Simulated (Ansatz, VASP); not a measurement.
## FeO: VASP beside Ansatz

```
Fe O
1.0
     0.00000    2.20255   -2.20255
     0.00000    2.20255    2.20255
     4.40510    0.00000    0.00000
Fe O
2 2
Direct
  0.00000 0.00000 0.00000
  0.50000 0.50000 0.50000
  0.00000 0.00000 0.50000
  0.50000 0.50000 0.00000
```

Alike in both runs: task single point; functional PBE; k mesh 5 × 5 × 3; occupations gaussian, width 0.05 eV; collinear spin; Hubbard terms Fe d U = 4.0 eV.

|  | VASP | Ansatz |
| --- | --- | --- |
| version | VASP 6.6.1 | Ansatz 0.2.0 |
| potentials or method | VASP PAW PBE potentials, release 64 (Fe, O), cutoff 520 eV | scalar-relativistic, plane waves, PAW |
| valence electrons in the cell | 28 | 44 |

|  | VASP | Ansatz | Ansatz less VASP |
| --- | --- | --- | --- |
| pressure (GPa) | -10.2 | 0.1 | +10.36 |
| net moment per atom (μB) | 2.01 | 2.00 | -0.007 |
| size of the moment on the site where the two differ most (μB) | 3.82 | 3.52 | -0.307 |

Site moments also hang on the region over which each program counts them. The programs project onto different local orbitals, so the same U acts differently, and such runs can settle in different states. VASP's potentials hold 28 valence electrons a cell and Ansatz's 44, so a difference there can come from the potentials and not from the codes. Ansatz's warnings: stability check not made.

The k mesh is coarse, so the values compare programs but aren't converged.
